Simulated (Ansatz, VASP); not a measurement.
Two plane-wave programs on AgCl

Contents of POSCAR:

```
AgCl
1.0
    0.0000000000      2.7731930222      2.7731930222
    2.7731930222      0.0000000000      2.7731930222
    2.7731930222      2.7731930222      0.0000000000
Ag Cl
1 1
Direct
    0.0000000000      0.0000000000      0.0000000000
    0.5000000000      0.5000000000      0.5000000000
```

The input INCAR.step1:

```
ALGO = Normal ; EDIFF = 1E-5
ENCUT = 520 ; GGA = PE
ISIF = 2 ; ISMEAR = 0
LASPH = True ; LCHARG = False
LREAL = False ; LWAVE = True
NBANDS = 16 ; NELM = 80
PREC = Accurate ; SIGMA = 0.01
```

INCAR.step2

```
AEXX = 0.25 ; ALGO = Normal
EDIFF = 1E-6 ; ENCUT = 520
GGA = PE ; ISIF = 2
ISMEAR = 0 ; ISTART = 1
LASPH = True ; LCHARG = False
LHFCALC = True ; LREAL = False
LWAVE = False ; NBANDS = 16
NELM = 80 ; PREC = Accurate
PRECFOCK = Normal ; SIGMA = 0.01
```

KPOINTS

```
k-points
0
Gamma
  6 6 6
```

Input for Ansatz:

```yaml
crystal:
  lattice:
    - [0.0, 2.7731930222, 2.7731930222]
    - [2.7731930222, 0.0, 2.7731930222]
    - [2.7731930222, 2.7731930222, 0.0]
  atoms:
    - { symbol: Ag, position: [0.0, 0.0, 0.0] }
    - { symbol: Cl, position: [0.5, 0.5, 0.5] }
kpoints:
  mp_grid: { grid: [6, 6, 6] }
  band_path:
    path:
      - [0.0, 0.0, 0.0]
      - [0.5, 0.0, 0.5]
      - [0.625, 0.25, 0.625]
      - [0.375, 0.375, 0.75]
      - [0.5, 0.5, 0.5]
      - [0.5, 0.25, 0.75]
      - [0.0, 0.0, 0.5]
      - [0.0375, 0.0375, 0.075]
    npoints: 1
hamiltonian:
  xc: pbe0
scf:
  occupations: { method: fixed }
  n_extra_bands: 4
output:
  forces: true
  stress: true
  eigenvalues: true
```

Alike in both runs: task single point; functional PBE0; k mesh 6 × 6 × 6; no spin polarisation.

|  | VASP | Ansatz |
| --- | --- | --- |
| version | VASP 6.6.1 | Ansatz 0.2.0 |
| potentials or method | VASP PAW PBE potentials, release 64 (Ag, Cl) | plane waves, PAW |
| plane-wave cutoff (eV) | 520 | 420 |
| occupations | gaussian, width 0.01 eV | fixed |
| valence electrons in the cell | 18 | 26 |

|  | VASP | Ansatz | Ansatz less VASP |
| --- | --- | --- | --- |
| gap on the k mesh at the Fermi level (eV) | 3.10 | 3.11 | +0.010 |
| pressure (GPa) | 1.0 | 1.3 | +0.26 |

VASP's potentials hold 18 valence electrons a cell and Ansatz's 26, so a difference there can come from the potentials and not from the codes. Ansatz's warnings: stress exchange threshold loose, stress scf threshold loose.
